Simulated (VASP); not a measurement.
A run of VASP 6.6.1:

INCAR

```
PREC = Accurate
ENCUT = 520
EDIFF = 1E-7
ISMEAR = 0
SIGMA = 0.01
LREAL = F
LASPH = T
NELM = 80
ALGO = Normal
ISIF = 2
LWAVE = F
LCHARG = F
GGA = PE
NBANDS = 15
```

File KPOINTS:

```
Automatic mesh
0
Gamma
  6 6 6
```

Contents of POSCAR:

```
CaO
1.0
    0.0000000000      2.3975501265      2.3855623759
    2.3975501265      0.0000000000      2.3855623759
    2.3975501265      2.3975501265      0.0000000000
Ca O
1 1
Direct
    0.0000000000      0.0000000000      0.0000000000
    0.5000000000      0.5000000000      0.5000000000
```

Potentials or basis: VASP PAW PBE potentials, release 64 (Ca_sv, O).

Command:

```console
$ cat potpaw_PBE.64/Ca_sv/POTCAR potpaw_PBE.64/O/POTCAR > POTCAR
$ mpirun -np 1 vasp_std > vasp.out
```

Hardware: 1 thread of Intel Xeon 8259CL (shared host).

**Question.** How long does it take, and how much memory?

**Answer.** Run time: 27 s on 1 thread of Intel Xeon 8259CL, with other jobs on the host, peak memory 0.16 GiB. Counts: scf iterations 13, k points 30.
